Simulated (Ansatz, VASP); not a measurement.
## One calculation of H3CS2N, two programs

```
CELL_PARAMETERS angstrom
8.22290 0.00000 0.00000
0.00000 8.22290 0.00000
0.00000 0.00000 8.22290
ATOMIC_POSITIONS crystal
S 0.20710 0.16882 0.83046
S 0.36264 0.25454 0.49472
S 0.56686 0.84953 0.54597
S 0.77681 0.05123 0.78955
S 0.65983 0.54448 0.23873
S 0.90316 0.82622 0.16178
S 0.15595 0.72266 0.69748
S 0.90151 0.44750 0.63536
C 0.28409 0.20857 0.66177
C 0.67185 0.95101 0.66810
C 0.78136 0.68489 0.20043
C 0.02934 0.58414 0.66521
N 0.53322 0.49077 0.81142
N 0.70508 0.17999 0.22466
N 0.28820 0.66053 0.17656
N 0.08245 0.31618 0.17327
H 0.40893 0.49855 0.80132
H 0.56026 0.52254 0.92871
H 0.57899 0.58129 0.73898
H 0.81284 0.15400 0.28137
H 0.62044 0.10397 0.27542
H 0.71828 0.14389 0.10622
H 0.35446 0.72327 0.26099
H 0.32795 0.70049 0.06558
H 0.17030 0.70157 0.18741
H 0.16800 0.40736 0.16997
H 0.97252 0.37425 0.16633
H 0.08930 0.27076 0.28904
```

Alike in both runs: functional PBE; k mesh 1 × 1 × 1; occupations fermi-dirac, width 0.02 eV; no spin polarisation.

Ansatz relaxed the structure, and its values are those at the end. VASP's run is a single point on that final structure, the one shown.

|  | VASP | Ansatz |
| --- | --- | --- |
| version | VASP 6.6.1 | Ansatz 0.2.0 |
| potentials or method | VASP PAW PBE potentials, release 64 (S, C, N, H), cutoff 520 eV | scalar-relativistic, plane waves, PAW |
| valence electrons in the cell | 96 | 96 |

```csv
,VASP,Ansatz,Ansatz less VASP
rms of the force components (eV/Å),0.102,0.051,-0.0512
```
